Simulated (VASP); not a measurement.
# Al17P16 (a cell with a defect) in VASP: further runs

Al17P16 (a cell with a defect) is run at these levels: PBE; tasks: single point.

All numbers are computed with VASP 6.6.1; they aren't measurements. Logs are shortened: lines on timing, memory, paths and dates and some standing lists are left out, and cuts for length are marked.

### 1 The cell of the first run

The cell holds a defect, 33 atoms: a = 9.539 Å, b = 9.539 Å, c = 9.539 Å, α = 109.47°, β = 109.47°, γ = 109.47°.

### 2 Single point, PBE (with an interstitial atom, then relaxed in part)

Input file INCAR:

```
  ALGO = Normal
  EDIFF = 1E-7
  ENCUT = 520
  GGA = PE
  ISIF = 2
  ISMEAR = 0
  LASPH = True
  LCHARG = False
  LREAL = Auto
  LWAVE = False
  NBANDS = 88
  NELECT = 128.0
  NELM = 80
  PREC = Accurate
  SIGMA = 0.01
```

Input file KPOINTS:

```
Automatic mesh
0
Gamma
  2 2 2
  0.5 0.5 0.5
```

Input file POSCAR:

```
Al17P16
1.0
    5.5073398859      5.5073398859     -5.5073398859
   -5.5073398859     -5.5073398859     -5.5073398859
   -5.5073398859      5.5073398859      5.5073398859
Al P
17 16
Direct
    0.2506440256      0.0017234429      0.7523838993
    0.4996201766      0.7501984066      0.7487632337
    0.7234398556      0.4745688876      0.7245294517
    0.7511175678      0.0016584194      0.2516971727
   -0.0008667673      1.0257698671      0.0002740944
    0.2748611639      0.7502491183      0.0002572856
    0.4996310202      0.4986869373      0.0002404619
    0.7476247274      0.2507342448      0.0002404529
   -0.0009032140      0.2506544173      0.7488379825
    0.4986021393     -0.0017536159      0.4997704492
    0.7475837344      0.7501697742      0.5007941166
   -0.0009128291      0.7501662451      0.2760852669
    0.2505627579      0.5021844772      0.2517262885
    0.4986184503      0.2497045350      0.2482652221
   -0.0009159802      0.4987020097      0.5008010776
    0.2470818183      0.2496864378      0.4997449836
   -0.0008457465      0.7500354045      0.0004128940
    0.2413840273      0.9924061316      0.0003377445
    0.5142510208      0.7501616454      0.0002409439
    0.7569142180      0.5079980364      0.0002791991
    0.7491016536      0.0001814732      0.5002325624
   -0.0008831750      0.9923325463      0.2424985296
    0.2413107967      0.7502109130      0.2424984094
    0.4990971362      0.5001968753      0.2502376271
    0.7491106344      0.2501913590      0.2502420348
   -0.0008942016      0.2652368824      0.0003128693
    0.4991113469      1.0002167816      0.7502687104
    0.7568563100      0.7501904139      0.7580370663
   -0.0008687265      0.7502299702      0.5155571339
    0.2490803093      0.5002015378      0.5002588383
    0.4839835974      0.2351058985      0.4851332444
   -0.0008462441      0.5079606168      0.7581114016
    0.2490901696      0.2501747616      0.7502702826
```

Potentials or basis: VASP PAW PBE potentials, release 64 (Al, P).

Started as:

```sh
$ cat potpaw_PBE.64/Al/POTCAR potpaw_PBE.64/P/POTCAR > POTCAR
$ mpirun -np 1 vasp_std > vasp.out
```

OUTCAR:

```text
EDIFF = 1E-7
   ENCUT = 520
   GGA = PE
   ISIF = 2
   ISMEAR = 0
   LASPH = True
   LREAL = Auto
   NELECT = 128.0
   NELM = 80
   PREC = Accurate

 ion  position               nearest neighbor table
   1  0.251  0.002  0.752-  29 2.36  33 2.38  27 2.38  18 2.43
   2  0.500  0.750  0.749-  19 2.36  30 2.38  27 2.38  28 2.43
   3  0.723  0.475  0.725-  31 2.28  28 2.44  32 2.44  20 2.44  17 2.63
   4  0.751  0.002  0.252-  19 2.36  25 2.38  21 2.38  22 2.43
   5  0.999  0.026  0.000-  26 2.28  18 2.44  28 2.44  22 2.44  17 2.63
   6  0.275  0.750  0.000-  19 2.28  18 2.43  32 2.44  23 2.44  17 2.63
   7  0.500  0.499  0.000-  19 2.36  24 2.38  33 2.38  20 2.43
   8  0.748  0.251  0.000-  26 2.36  27 2.38  25 2.38  20 2.43
   9  0.999  0.251  0.749-  26 2.36  33 2.38  21 2.38  32 2.43
  10  0.499  0.998  0.500-  31 2.36  27 2.38  21 2.38  23 2.43
  11  0.748  0.750  0.501-  29 2.36  24 2.38  21 2.38  28 2.43
  12  0.999  0.750  0.276-  29 2.28  22 2.44  20 2.44  23 2.44  17 2.63
  13  0.251  0.502  0.252-  26 2.36  30 2.38  24 2.38  23 2.43
  14  0.499  0.250  0.248-  31 2.36  25 2.38  24 2.38  18 2.43
  15  0.999  0.499  0.501-  29 2.36  30 2.38  25 2.38  32 2.43
  16  0.247  0.250  0.500-  31 2.36  30 2.38  33 2.38  22 2.43
  17  0.999  0.750  0.000-  12 2.63   6 2.63   3 2.63   5 2.63  23 2.67  20 2.67  32 2.67  22 2.67
                            18 2.67  28 2.67
  18  0.241  0.992  0.000-   1 2.43  14 2.43   6 2.43   5 2.44  17 2.67
  19  0.514  0.750  0.000-   6 2.28   7 2.36   4 2.36   2 2.36
  20  0.757  0.508  0.000-   8 2.43   7 2.43  12 2.44   3 2.44  17 2.67
  21  0.749  0.000  0.500-   9 2.38  11 2.38   4 2.38  10 2.38
  22  0.999  0.992  0.242-   4 2.43  16 2.43  12 2.44   5 2.44  17 2.67
  23  0.241  0.750  0.242-  13 2.43  10 2.43  12 2.44   6 2.44  17 2.67
  24  0.499  0.500  0.250-   7 2.38  11 2.38  14 2.38  13 2.38
  25  0.749  0.250  0.250-  14 2.38  15 2.38   4 2.38   8 2.38
  26  0.999  0.265  0.000-   5 2.28  13 2.36   9 2.36   8 2.36
  27  0.499  0.000  0.750-   8 2.38  10 2.38   1 2.38   2 2.38
  28  0.757  0.750  0.758-  11 2.43   2 2.43   3 2.44   5 2.44  17 2.67
  29  0.999  0.750  0.516-  12 2.28  15 2.36  11 2.36   1 2.36
  30  0.249  0.500  0.500-  15 2.38  16 2.38   2 2.38  13 2.38
  31  0.484  0.235  0.485-   3 2.28  10 2.36  14 2.36  16 2.36
  32  0.999  0.508  0.758-   9 2.43  15 2.43   6 2.44   3 2.44  17 2.67
  33  0.249  0.250  0.750-   1 2.38   7 2.38   9 2.38  16 2.38

  LATTYP: Found a body centered cubic cell.
 ALAT       =    11.0146797718

  Lattice vectors:

 A1 = (   5.5073398859,   5.5073398859,  -5.5073398859)
 A2 = (  -5.5073398859,  -5.5073398859,  -5.5073398859)
 A3 = (  -5.5073398859,   5.5073398859,   5.5073398859)

Analysis of symmetry for initial positions (statically):
=====================================================================
 Subroutine PRICEL returns:
 Original cell was already a primitive cell.

 Routine SETGRP: Setting up the symmetry group for a
 body centered cubic supercell.

 Subroutine GETGRP returns: Found  1 space group operations
 (whereof  1 operations were pure point group operations)
 out of a pool of 48 trial point group operations.

The static configuration has the point symmetry C_1 .

Analysis of symmetry for dynamics (positions and initial velocities):
=====================================================================
 Subroutine PRICEL returns:
 Original cell was already a primitive cell.

 Routine SETGRP: Setting up the symmetry group for a
 body centered cubic supercell.

 Subroutine GETGRP returns: Found  1 space group operations
 (whereof  1 operations were pure point group operations)
 out of a pool of 48 trial point group operations.

The dynamic configuration has the point symmetry C_1 .

 Subroutine INISYM returns: Found  1 space group operations
 (whereof  1 operations are pure point group operations),
 and found     1 'primitive' translations

----------------------------------------------------------------------------------------

                                     Primitive cell

  volume of cell :     668.1679

  direct lattice vectors                    reciprocal lattice vectors
     5.507339886  5.507339886 -5.507339886     0.000000000  0.090787932 -0.090787932
    -5.507339886 -5.507339886 -5.507339886    -0.090787932  0.000000000 -0.090787932
    -5.507339886  5.507339886  5.507339886    -0.090787932  0.090787932  0.000000000

  length of vectors
     9.538992497  9.538992497  9.538992497     0.128393525  0.128393525  0.128393525

  position of ions in fractional coordinates (direct lattice)
     0.250644026  0.001723443  0.752383899
     0.499620177  0.750198407  0.748763234
     0.723439856  0.474568888  0.724529452
     0.751117568  0.001658419  0.251697173
     0.999133233  0.025769867  0.000274094
     0.274861164  0.750249118  0.000257286
[... 25 lines left out ...]
     0.999153756  0.507960617  0.758111402
     0.249090170  0.250174762  0.750270283

  ion indices of the primitive-cell ions
   primitive index   ion index
                 1           1
                 2           2
                 3           3
                 4           4
                 5           5
                 6           6
[... 25 lines left out ...]
                32          32
                33          33

----------------------------------------------------------------------------------------

 KPOINTS: Automatic mesh

Automatic generation of k-mesh.
 Grid dimensions read from file:
 generate k-points for:    2    2    2

 Generating k-lattice:

  Cartesian coordinates                     Fractional coordinates (reciprocal lattice)
     0.000000000  0.045393966 -0.045393966     0.500000000  0.000000000  0.000000000
    -0.045393966  0.000000000 -0.045393966     0.000000000  0.500000000  0.000000000
    -0.045393966  0.045393966  0.000000000     0.000000000  0.000000000  0.500000000

  Length of vectors
     0.064196762  0.064196762  0.064196762

  Shift w.r.t. Gamma in fractional coordinates (k-lattice)
     0.500000000  0.500000000  0.500000000

 Subroutine IBZKPT returns following result:
 ===========================================

 Found      4 irreducible k-points:

 Following reciprocal coordinates:
            Coordinates               Weight
  0.250000  0.250000  0.250000      2.000000
 -0.250000  0.250000  0.250000      2.000000
  0.250000 -0.250000  0.250000      2.000000
  0.250000  0.250000 -0.250000      2.000000
   k-points           NKPTS =      4   k-points in BZ     NKDIM =      4   number of bands    NBANDS=     88
   number of dos      NEDOS =    301   number of ions     NIONS =     33
   total plane-waves  NPLWV = 373248
   dimension x,y,z NGX =    72 NGY =   72 NGZ =   72
   dimension x,y,z NGXF=   144 NGYF=  144 NGZF=  144
   ions per type =              17  16
   NGX,Y,Z   is equivalent  to a cutoff of  12.55, 12.55, 12.55 a.u.
   NGXF,Y,Z  is equivalent  to a cutoff of  25.10, 25.10, 25.10 a.u.
 SYSTEM =  unknown system
   PREC   = accura    normal or accurate (medium, high low for compatibility)
   ISTART =      0    job   : 0-new  1-cont  2-samecut
   ICHARG =      2    charge: 1-file 2-atom 10-const
   ISPIN  =      1    spin polarized calculation?
   LNONCOLLINEAR =      F non collinear calculations
   LSORBIT =      F    spin-orbit coupling
   LASPH  =      T    aspherical Exc in radial PAW
   ENCUT  =  520.0 eV  38.22 Ry    6.18 a.u.  17.74 17.74 17.74*2*pi/ulx,y,z
   NELM   =     80;   NELMIN=  2; NELMDL= -5     # of ELM steps
   EDIFF  = 0.1E-06   stopping-criterion for ELM
   LREAL  =      T    real-space projection
   EDIFFG = 0.1E-05   stopping-criterion for IOM
   NSW    =      0    number of steps for IOM
   IBRION =     -1    ionic relax: 0-MD 1-quasi-New 2-CG
   NFREE  =      0    steps in history (QN), initial steepest desc. (CG)
   ISIF   =      2    stress and relaxation
   ISYM   =      2    0-nonsym 1-usesym 2-fastsym
   POTIM  = 0.5000    time-step for ionic-motion
   TEBEG  =    0.0;   TEEND  =   0.0 temperature during run
   PSTRESS=    0.0 pullay stress
   NELECT =     128.0000    total number of electrons
   NUPDOWN=      -1.0000    fix difference up-down
   EMIN   =  10.00;   EMAX   =-10.00  energy-range for DOS
   EFERMI =   0.00;   METHOD = LEGACY
   ISMEAR =     0;   SIGMA  =   0.01  broadening in eV -4-tet -1-fermi 0-gaus
   EFERMI_NEDOS =   21; number of points for ismear=-14 and -15
   IALGO  =     38    algorithm
   IMIX   =      4    mixing-type and parameters
     AMIX     =   0.40;   BMIX     =  1.00
     AMIX_MAG =   1.60;   BMIX_MAG =  1.00
  volume/ion in A,a.u.               =      20.25       136.64
  Fermi-wavevector in a.u.,A,eV,Ry     =   0.943734  1.783399 12.117810  0.890634
  Thomas-Fermi vector in A             =   2.071470
   LORBIT       =      0    0 simple, 1 ext, 2 COOP (PROOUT), +10 PAW based schemes
   GGA     = PE    functional components
   LHFCALC =     F    Hartree Fock is set to
   AEXX    =    0.0000 exact exchange contribution
   IVDW    =     0    specifies the selected vdW correction
   LEPSILON=     F    determine dielectric tensor
   LRPA    =     F    only Hartree local field effects (RPA)
 non-spin polarized calculation
 Gauss-broadening in eV      SIGMA  =   0.01
  energy-cutoff  :      520.00
  volume of cell :      668.17
 maximum number of plane-waves:     18000
 NGX is ok and might be reduce to    70
   NGX = 35   NGY = 35   NGZ = 35

 number of electron     128.0000015 magnetization

 Free energy of the ion-electron system (eV)
  ---------------------------------------------------
  ext. energy  EPLUGINS =         0.00000000
  ---------------------------------------------------
  free energy    TOTEN  =      -184.00597227 eV

  energy without entropy =     -184.00597227  energy(sigma->0) =     -184.00597227

 E-fermi :   4.3012     XC(G=0):  -9.1446

 val. band max:        4.2480699461   @ k =   0.2500   0.2500   0.2500
 cond. band min:       5.4924397926   @ k =   0.2500   0.2500   0.2500
 fundamental gap:      1.2443698466
 Fermi energy:         4.3012451716

 k-point     1 :       0.2500    0.2500    0.2500
  band No.  band energies     occupation
      1      -6.7786      2.00000
      2      -6.1211      2.00000
      3      -6.1206      2.00000
      4      -6.1203      2.00000
      5      -5.1645      2.00000
      6      -5.1355      2.00000
[... 305 lines left out ...]
     75       8.1427      0.00000
     76       8.2114      0.00000
 [bands above 76 left out]

------------------------ aborting loop because EDIFF is reached ----------------------------------------

  FORCE on cell =-STRESS in cart. coord.  units (eV):
  Direction    XX          YY          ZZ          XY          YZ          ZX
  --------------------------------------------------------------------------------------
  -------------------------------------------------------------------------------------
  Total      -24.8855193    -24.8921522    -24.8889409      0.0052951     -0.0030170     -0.0056433
  in kB      -59.6721463    -59.6880512    -59.6803510      0.0126969     -0.0072345     -0.0135319
  external PRESSURE =     -59.6801828 kB  Pullay stress =       0.0000000 kB

 VOLUME and BASIS-vectors are now :
 -----------------------------------------------------------------------------
  energy-cutoff  :      520.00
  volume of cell :      668.17
      direct lattice vectors                 reciprocal lattice vectors
     5.507339886  5.507339886 -5.507339886     0.000000000  0.090787932 -0.090787932
    -5.507339886 -5.507339886 -5.507339886    -0.090787932  0.000000000 -0.090787932
    -5.507339886  5.507339886  5.507339886    -0.090787932  0.090787932  0.000000000

 POSITION                                       TOTAL-FORCE (eV/Angst)
 -----------------------------------------------------------------------------------
     -2.77274      5.51452      2.75376         0.003054     -0.001212      0.000702
     -5.50371      2.74367     -2.75948        -0.001422      0.004864      0.002263
     -2.61961      5.36085     -2.60761         0.004434     -0.002428      0.004990
      2.74134      5.51371     -2.75961         0.001401      0.000425      0.001538
      5.35913      5.36215     -5.64298        -0.005306     -0.004690     -0.004196
     -2.61954     -2.61671     -5.64421         0.007102      0.007325     -0.003233
[... 25 lines left out ...]
     -1.47001      6.88034     -4.12501         0.007528     -0.000422      0.000282
     -4.13797      4.12602      1.38237        -0.001775     -0.001367      0.000621
 -----------------------------------------------------------------------------------
    total drift:                               -0.002557      0.001376      0.000278

  FREE ENERGIE OF THE ION-ELECTRON SYSTEM (eV)
  ---------------------------------------------------
  free  energy   TOTEN  =      -184.0059722652 eV

  energy  without entropy=     -184.0059722652  energy(sigma->0) =     -184.00597227
```

Wall time 16 min (1 thread of Oxide Virtual Turin-like, shared host); peak memory 0.72 GiB.

Results:

```yaml
Free_energy: -184.0060 eV
Largest_force: 0.011 eV/Å
```

Forces on the atoms (eV/Å):
```
Al   0.003 -0.001  0.001
Al  -0.001  0.005  0.002
Al   0.004 -0.002  0.005
Al   0.001  0.000  0.002
Al  -0.005 -0.005 -0.004
Al   0.007  0.007 -0.003
Al  -0.001 -0.003 -0.003
Al   0.002  0.003 -0.002
Al   0.000  0.000 -0.001
Al   0.002 -0.002 -0.003
Al   0.001  0.001 -0.003
Al  -0.005  0.005  0.003
Al   0.002 -0.001 -0.001
Al   0.000  0.002  0.002
Al   0.000  0.001  0.000
Al   0.003  0.003 -0.001
Al   0.003 -0.001 -0.006
P    0.000 -0.001 -0.008
P   -0.001 -0.004  0.001
P    0.002  0.003  0.006
P   -0.003 -0.002  0.003
P   -0.009  0.001 -0.001
P    0.002  0.007 -0.001
P   -0.003 -0.001  0.003
P   -0.003 -0.001  0.001
P   -0.002 -0.002  0.001
P   -0.002 -0.001  0.002
P    0.001 -0.004 -0.003
P   -0.001 -0.002  0.001
P   -0.002 -0.001  0.001
P   -0.002 -0.002  0.004
P    0.008  0.000  0.000
P   -0.002 -0.001  0.001
```

Caveat: the cell carries a net charge on a neutralising background, which shifts energy and pressure; the cell differs from its parent crystal (with an interstitial atom, then relaxed in part); the cell is charged against a uniform background, so pressure and absolute levels hang on convention.

(Continued in part 2 of 2.)
